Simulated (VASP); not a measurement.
LiF, 2 atoms in the cell. It takes space group I4/mmm (No. 139, tetragonal). Conventional cell: a = 3.076 Å, b = 3.076 Å, c = 3.706 Å, α = 90.00°, β = 90.00°, γ = 90.00°. Li (site symmetry 4/mmm) has 6 F at 1.85 to 2.18 Å within 2.5 Å. F (site symmetry 4/mmm) has 6 Li at 1.85 to 2.18 Å within 2.5 Å.  This cell differs from its parent crystal: strain +0.080 along x and y, -0.080 along z.

* Program: VASP 6.6.1
* Task: single point
* Functional: r2SCAN
* Potentials or basis: VASP PAW PBE potentials, release 64 (Li_sv, F)
* Cutoff: 520 eV
* k mesh: 10 × 10 × 10
* Occupations: gaussian, width 0.05 eV
* Spin: no spin polarisation
* Dipole correction: no
* Further INCAR settings: ALGO = Normal; EDIFF = 1e-06; NBANDS = 12

Potentials or basis: VASP PAW PBE potentials, release 64 (Li_sv, F).

Run with:

```sh
$ cat potpaw_PBE.64/Li_sv/POTCAR potpaw_PBE.64/F/POTCAR > POTCAR
$ cp INCAR.step1 INCAR
$ mpirun -np 1 vasp_std > vasp.out
$ cp INCAR.step2 INCAR
$ mpirun -np 1 vasp_std > vasp.out
```

Hardware: 1 thread of Intel(R) Xeon(R) Platinum 8488C (Sapphire Rapids), with other jobs on the host.

Problem. How long does it take, and how much memory?

Solution. It took 40 s on 1 thread of Intel(R) Xeon(R) Platinum 8488C (Sapphire Rapids) (shared host), peak memory 0.14 GiB. Counts: k points 102.
